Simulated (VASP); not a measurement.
Set up this calculation in VASP 6.6.1, as the native input.

| Item | Value |
| --- | --- |
| Task | single point |
| Functional | r2SCAN |
| Dispersion | rVV10 |
| Potentials or basis | VASP PAW PBE potentials, release 64 (Hf_pv, N) |
| Cutoff | 520 eV |
| k mesh | 9 × 9 × 9 |
| Occupations | fermi-dirac, width 0.05 eV |
| Spin | no spin polarisation |
| Dipole correction | no |
| Further INCAR settings | ALGO = Normal; EDIFF = 1e-07; NBANDS = 14 |

HfN:

```
Hf N
1.0
     2.79691    0.00000    0.00000
     0.00000    2.79691    0.00000
     0.00000    0.00000    2.79691
Hf N
1 1
Direct
  0.50000 0.50000 0.50000
  0.00000 0.00000 0.00000
```

These files were run (other wordings do the same):

POSCAR

```
HfN
1.0
    2.7969104421      0.0000000000      0.0000000000
    0.0000000000      2.7969104421      0.0000000000
    0.0000000000      0.0000000000      2.7969104421
Hf N
1 1
Direct
    0.5000000000      0.5000000000      0.5000000000
    0.0000000000      0.0000000000      0.0000000000
```

INCAR.step1

```
SYSTEM = HfN
ALGO = Normal ; EDIFF = 1E-4
ENCUT = 520 ; GGA = PE
ISMEAR = -1 ; LASPH = .TRUE.
LCHARG = .FALSE. ; LREAL = .FALSE.
LWAVE = .TRUE. ; NBANDS = 14
NELM = 100 ; PREC = Accurate
SIGMA = 0.05
```

INCAR.step2

```
SYSTEM = HfN
ALGO = Normal ; BPARAM = 11.95
CPARAM = 0.0093 ; EDIFF = 1E-7
ENCUT = 520 ; ISIF = 2
ISMEAR = -1 ; ISTART = 1
IVDW_NL = 2 ; LASPH = .TRUE.
LCHARG = .TRUE. ; LELF = .TRUE.
LMIXTAU = .TRUE. ; LREAL = .FALSE.
LUSE_VDW = .TRUE. ; LVHAR = .TRUE.
LWAVE = .FALSE. ; METAGGA = R2SCAN
NBANDS = 14 ; NELM = 100
PREC = Accurate ; SIGMA = 0.05
```

KPOINTS

```
k-points
0
G
  9 9 9
  0 0 0
```

Potentials or basis: VASP PAW PBE potentials, release 64 (Hf_pv, N).

The run is started by

```sh
$ cat potpaw_PBE.64/Hf_pv/POTCAR potpaw_PBE.64/N/POTCAR > POTCAR
$ cp INCAR.step1 INCAR
$ mpirun -np 1 vasp_std > vasp.out
$ cp INCAR.step2 INCAR
$ mpirun -np 1 vasp_std > vasp.out
```

It gave:

```
Pressure               : -2.1 GPa
Band gap on the k mesh : zero (an odd number of electrons rules out a gap without spin polarisation)
```

Caveat: the PAW data sets were made with another functional, which shifts forces and pressure a little; spin-orbit coupling is left out, which moves the levels of the heavy elements.

Run time: 24 s on 1 thread of Intel(R) Xeon(R) 6975P-C (Granite Rapids) (shared host), peak memory 0.22 GiB.
